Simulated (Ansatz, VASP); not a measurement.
# One calculation of TiSb, two programs

The input INCAR:

```
  PREC = Accurate
  ENCUT = 520
  EDIFF = 1E-8
  ISMEAR = -1
  SIGMA = 0.03
  LREAL = F
  LASPH = T
  NELM = 60
  ALGO = Normal
  ISIF = 2
  LWAVE = F
  LCHARG = F
  GGA = CA
  LEFG = T
  NBANDS = 25
```

KPOINTS

```
Automatic mesh
0
Gamma
  12 12 7
```

The input POSCAR:

```
TiSb
1.0
    4.0478423307      0.0000000000      0.0000000000
   -2.0239211654      3.5055342889      0.0000000000
    0.0000000000      0.0000000000      6.1986760761
Ti Sb
2 2
Direct
    0.0000000000      0.0000000000      0.0000000000
    0.0000000000      0.0000000000      0.5000000000
    0.3333333333      0.6666666667      0.2500000000
    0.6666666667      0.3333333333      0.7500000000
```

Input for Ansatz:

```yaml
crystal:
  lattice:
    - [4.0478423307, 0.0, 0.0]
    - [-2.0239211654, 3.5055342889, 0.0]
    - [0.0, 0.0, 6.1986760761]
  atoms:
    - { symbol: Ti, position: [0.0, 0.0, 0.0] }
    - { symbol: Ti, position: [0.0, 0.0, 0.5] }
    - { symbol: Sb, position: [0.3333333333, 0.6666666667, 0.25] }
    - { symbol: Sb, position: [0.6666666667, 0.3333333333, 0.75] }
kpoints:
  mp_grid: { grid: [12, 12, 7] }
scf:
  occupations: { method: fermi_dirac, width: 0.03 }
hamiltonian:
  xc: lda
  pseudopotentials: { kind: all_electron, datasets: crystal }
output:
  forces: true
  stress: true
  eigenvalues: true
  efg: { contact_densities: true }
```

Change from the starting cell: volume scaled by 0.96, crystal datasets.

Alike in both runs: task electric field gradients; functional LDA; k mesh 12 × 12 × 7; occupations fermi-dirac, width 0.03 eV; no spin polarisation.

|  | VASP | Ansatz |
| --- | --- | --- |
| version | VASP 6.6.1 | Ansatz 0.2.0 |
| potentials or method | VASP PAW LDA potentials, release 64 (Ti_sv, Sb), cutoff 520 eV | all-electron PAW with datasets made for the crystal, scalar-relativistic |

Ansatz gave:

```
pressure (GPa)                                                : -5.4
traceless stress, the component that is largest in VASP (GPa) : -0.11
size of Vzz on the site where it differs most (V/Å²)          : 59.2
```

**Question.** Estimate VASP's values.

**Answer.** Pressure (GPa): -5.2; traceless stress, the component that is largest in VASP (GPa): -0.07; size of Vzz on the site where it differs most (V/Å²): 55.0.

LDA's correlation is that of Perdew and Zunger in VASP and of Perdew and Wang (1992) in Ansatz. Ansatz ran all-electron here, and VASP with PAW potentials.

Spin-orbit coupling is off throughout.
